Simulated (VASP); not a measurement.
# Mo12N in VASP: single point with PBE

Aim: the single point of Mo12N with PBE.

Program: VASP 6.6.1. These are calculated values, not measurements. Logs are shortened: lines on timing, memory, paths and dates and some standing lists are left out, and cuts for length are marked.

## (1) The cell of the first run

The cell holds a slab with vacuum, 13 atoms: a = 5.474 Å, b = 5.474 Å, c = 19.808 Å, α = 90.00°, β = 90.00°, γ = 109.47°.

## (2) Single point, PBE

INCAR reads:

```
SYSTEM = Mo12N
PREC = Accurate
ENCUT = 520
EDIFF = 1E-6
ISMEAR = 0
SIGMA = 0.1
LREAL = .False.
LASPH = .True.
NELM = 80
ALGO = Normal
ISIF = 2
LWAVE = .False.
LCHARG = .False.
LDIPOL = .True.
IDIPOL = 3
DIPOL = 0.5 0.5 0.324
GGA = PE
NBANDS = 98
```

KPOINTS reads:

```
Automatic mesh
0
Gamma
  5 5 1
  0 0 0
```

POSCAR reads:

```
Mo12N
1.0
    5.4740909335      0.0000000000      0.0000000000
   -1.8246969778      5.1610224265      0.0000000000
    0.0000000000      0.0000000000     19.8082441086
Mo N
12 1
Direct
    0.2500000000      0.2500000000      0.2019361221
    0.2500000000      0.7500000000      0.2019361221
    0.7500000000      0.2500000000      0.2019361221
    0.7500000000      0.7500000000      0.2019361221
    0.0000000000      0.0000000000      0.3106875862
    0.0000000000      0.5000000000      0.3106875862
    0.5000000000      0.0000000000      0.3106875862
    0.5000000000      0.5000000000      0.3106875862
    0.2500000000      0.2500000000      0.4194336491
    0.2500000000      0.7500000000      0.4194336491
    0.7500000000      0.2500000000      0.4194336491
    0.7500000000      0.7500000000      0.4194336491
    0.4166666667      0.5833333333      0.4773793362
```

Potentials or basis: VASP PAW PBE potentials, release 64 (Mo_sv, N).

On the command line:

```
$ cat potpaw_PBE.64/Mo_sv/POTCAR potpaw_PBE.64/N/POTCAR > POTCAR
$ mpirun -np 1 vasp_std > vasp.out
```

OUTCAR:

```text
SYSTEM = Mo12N
   PREC = Accurate
   ENCUT = 520
   EDIFF = 1E-6
   ISMEAR = 0
   LREAL = .False.
   LASPH = .True.
   NELM = 80
   ISIF = 2
   GGA = PE

 ion  position               nearest neighbor table
   1  0.250  0.250  0.202-   5 2.67   8 2.67   2 2.74   2 2.74   3 2.74   3 2.74   7 3.10   6 3.10
                             4 3.16   4 3.16
   2  0.250  0.750  0.202-   6 2.67   7 2.67   1 2.74   1 2.74   4 2.74   4 2.74   5 3.10   8 3.10
                             3 3.16   3 3.16
   3  0.750  0.250  0.202-   6 2.67   7 2.67   4 2.74   4 2.74   1 2.74   1 2.74   5 3.10   8 3.10
                             2 3.16   2 3.16
   4  0.750  0.750  0.202-   5 2.67   8 2.67   3 2.74   3 2.74   2 2.74   2 2.74   7 3.10   6 3.10
                             1 3.16   1 3.16
   5  0.000  0.000  0.311-   9 2.67  12 2.67   1 2.67   4 2.67   6 2.74   6 2.74   7 2.74   7 2.74
                            11 3.10  10 3.10   3 3.10   2 3.10   8 3.16   8 3.16
   6  0.000  0.500  0.311-  10 2.67  11 2.67   2 2.67   3 2.67   5 2.74   5 2.74   8 2.74   8 2.74
                             9 3.10  12 3.10   1 3.10   4 3.10   7 3.16   7 3.16
   7  0.500  0.000  0.311-  10 2.67  11 2.67   2 2.67   3 2.67   8 2.74   8 2.74   5 2.74   5 2.74
                             9 3.10  12 3.10   1 3.10   4 3.10   6 3.16   6 3.16
   8  0.500  0.500  0.311-   9 2.67  12 2.67   1 2.67   4 2.67   7 2.74   7 2.74   6 2.74   6 2.74
                            11 3.10  10 3.10   3 3.10   2 3.10   5 3.16   5 3.16
   9  0.250  0.250  0.419-  13 2.09   8 2.67   5 2.67  10 2.74  10 2.74  11 2.74  11 2.74   6 3.10
                             7 3.10  12 3.16  12 3.16
  10  0.250  0.750  0.419-  13 1.88   7 2.67   6 2.67   9 2.74   9 2.74  12 2.74  12 2.74   8 3.10
                             5 3.10  11 3.16  11 3.16
  11  0.750  0.250  0.419-   6 2.67   7 2.67  12 2.74  12 2.74   9 2.74   9 2.74   5 3.10   8 3.10
                            10 3.16  10 3.16
  12  0.750  0.750  0.419-  13 2.09   8 2.67   5 2.67  11 2.74  11 2.74  10 2.74  10 2.74   6 3.10
                             7 3.10   9 3.16   9 3.16
  13  0.417  0.583  0.477-  10 1.88   9 2.09  12 2.09

  LATTYP: Found a base centered orthorhombic cell.
 ALAT       =     6.3209357480
 B/A-ratio  =     1.4142135624
 C/A-ratio  =     3.1337518523

  Lattice vectors:

 A1 = (   5.4740909335,   0.0000000000,   0.0000000000)
 A2 = (  -1.8246969778,   5.1610224265,   0.0000000000)
 A3 = (   0.0000000000,   0.0000000000,  19.8082441086)

Analysis of symmetry for initial positions (statically):
=====================================================================
 Subroutine PRICEL returns:
 Original cell was already a primitive cell.

 Routine SETGRP: Setting up the symmetry group for a
 base centered orthorhombic supercell.

 Subroutine GETGRP returns: Found  2 space group operations
 (whereof  2 operations were pure point group operations)
 out of a pool of  8 trial point group operations.

The static configuration has the point symmetry C_1h.

Analysis of symmetry for dynamics (positions and initial velocities):
=====================================================================
[... 149 lines left out ...]
  energy-cutoff  :      520.00
  volume of cell :      559.62
 maximum number of plane-waves:     15102
 NGX is ok and might be reduce to    42
   NGX = 21   NGY = 21   NGZ = 73

 dipolmoment           0.000000      0.000000     -0.035835 electrons x Angstroem

 number of electron     172.9999986 magnetization

 dipolmoment           0.000000      0.000000      0.048233 electrons x Angstroem

 Free energy of the ion-electron system (eV)
  ---------------------------------------------------
  ext. energy  EPLUGINS =         0.00000000
  ---------------------------------------------------
  free energy    TOTEN  =      -130.78772928 eV

  energy without entropy =     -130.71258311  energy(sigma->0) =     -130.75015619

 E-fermi :   1.2273     XC(G=0):  -5.5986

 val. band max:        1.2239032392   @ k =   0.2000  -0.0000   0.0000
 cond. band min:       1.2649090070   @ k =  -0.2000   0.2000   0.0000
 fundamental gap:      0.0410057678
 Fermi energy:         1.2272968799

 k-point     1 :       0.0000    0.0000    0.0000
  band No.  band energies     occupation
      1     -60.0394      2.00000
      2     -59.8659      2.00000
      3     -59.8530      2.00000
      4     -59.8180      2.00000
      5     -59.8161      2.00000
      6     -59.7813      2.00000
[... 898 lines left out ...]
     97       2.0965      0.00000
     98       2.1418      0.00000

------------------------ aborting loop because EDIFF is reached ----------------------------------------

 vacuum level on the upper side and lower side of the slab       (xc-potential included)         0.070        -0.257

  FORCE on cell =-STRESS in cart. coord.  units (eV):
  Direction    XX          YY          ZZ          XY          YZ          ZX
  --------------------------------------------------------------------------------------
  -------------------------------------------------------------------------------------
  Total       -6.1228271     -7.8550870      3.6576473     -2.4497854     -1.3791607      1.9504278
  in kB      -17.5294725    -22.4888811     10.4717358     -7.0136629     -3.9484962      5.5840169
  external PRESSURE =      -9.8488726 kB  Pullay stress =       0.0000000 kB

 VOLUME and BASIS-vectors are now :
 -----------------------------------------------------------------------------
  energy-cutoff  :      520.00
  volume of cell :      559.62
      direct lattice vectors                 reciprocal lattice vectors
     5.474090934  0.000000000  0.000000000     0.182678734  0.064586686  0.000000000
    -1.824696978  5.161022426  0.000000000     0.000000000  0.193760057  0.000000000
     0.000000000  0.000000000 19.808244109     0.000000000  0.000000000  0.050484031

 POSITION                                       TOTAL-FORCE (eV/Angst)
 -----------------------------------------------------------------------------------
      0.91235      1.29026      4.00000        -0.095845     -0.061105      0.021056
      0.00000      3.87077      4.00000         0.018882     -0.013351     -0.221657
      3.64939      1.29026      4.00000        -0.168652      0.119255     -0.117384
      2.73705      3.87077      4.00000         0.025662      0.110732      0.021056
      0.00000      0.00000      6.15418         0.179163     -0.126687     -0.506630
     -0.91235      2.58051      6.15418        -0.032617     -0.033343     -0.116672
      2.73705      0.00000      6.15418         0.020563      0.041866     -0.116672
      1.82470      2.58051      6.15418         0.025262     -0.017863     -0.378821
      0.91235      1.29026      8.30824        -0.121594      0.337092      0.804298
      0.00000      3.87077      8.30824        -0.979443      0.692571      0.250575
      3.64939      1.29026      8.30824         0.252014     -0.178201     -0.494864
      2.73705      3.87077      8.30824        -0.358345      0.002276      0.804298
      1.21646      3.01060      9.45605         1.234949     -0.873241      0.051416
 -----------------------------------------------------------------------------------
    total drift:                               -0.000004      0.000003      0.000972

  FREE ENERGIE OF THE ION-ELECTRON SYSTEM (eV)
  ---------------------------------------------------
  free  energy   TOTEN  =      -130.7877292757 eV

  energy  without entropy=     -130.7125831084  energy(sigma->0) =     -130.75015619

 vacuum level on the upper side and lower side of the slab         6.152         5.805
```

OSZICAR:

```text
N       E                     dE             d eps       ncg     rms          rms(c)
DAV:   1     0.191168685618E+04    0.19117E+04   -0.10926E+05  2260   0.160E+03
DAV:   2    -0.486713054890E+02   -0.19604E+04   -0.19255E+04  1962   0.477E+02
DAV:   3    -0.138137041679E+03   -0.89466E+02   -0.86648E+02  2408   0.827E+01
[... 25 lines left out ...]
DAV:  29    -0.130787702394E+03   -0.34757E-04   -0.15228E-06  1352   0.253E-03    0.147E-03
DAV:  30    -0.130787724237E+03   -0.21843E-04   -0.12615E-06  1336   0.172E-03    0.615E-04
DAV:  31    -0.130787727969E+03   -0.37318E-05   -0.18903E-07  1176   0.109E-03    0.382E-04
DAV:  32    -0.130787729140E+03   -0.11711E-05   -0.11206E-07  1104   0.579E-04    0.257E-04
DAV:  33    -0.130787729276E+03   -0.13591E-06   -0.46280E-08  1080   0.445E-04
   1 F= -.13078773E+03 E0= -.13075016E+03  d E =-.751462E-01
```

Run time: 32 min. Hardware: 1 thread of Intel Xeon Platinum 8488C (Sapphire Rapids), shared host; peak memory 0.75 GiB.

What came out:

```yaml
Free_energy: -130.7877 eV
Largest_force: 1.513 eV/Å
Band_gap_on_the_k_mesh: zero (an odd number of electrons rules out a gap without spin polarisation)
```

Forces in eV/Å, atoms in the order of the input:
```
Mo  -0.096 -0.061  0.021
Mo   0.019 -0.013 -0.222
Mo  -0.169  0.119 -0.117
Mo   0.026  0.111  0.021
Mo   0.179 -0.127 -0.507
Mo  -0.033 -0.033 -0.117
Mo   0.021  0.042 -0.117
Mo   0.025 -0.018 -0.379
Mo  -0.122  0.337  0.804
Mo  -0.979  0.693  0.251
Mo   0.252 -0.178 -0.495
Mo  -0.358  0.002  0.804
N    1.235 -0.873  0.051
```

Levels at points of the mesh, in eV from the Fermi level:
```
           k point  band 83  band 84  band 85  band 86  band 87  band 88  band 89  band 90  band 91  band 92
(0.00, 0.00, 0.00)     0.28     0.39     0.64     0.77     0.96     1.25     1.31     1.31     1.35     1.49
```
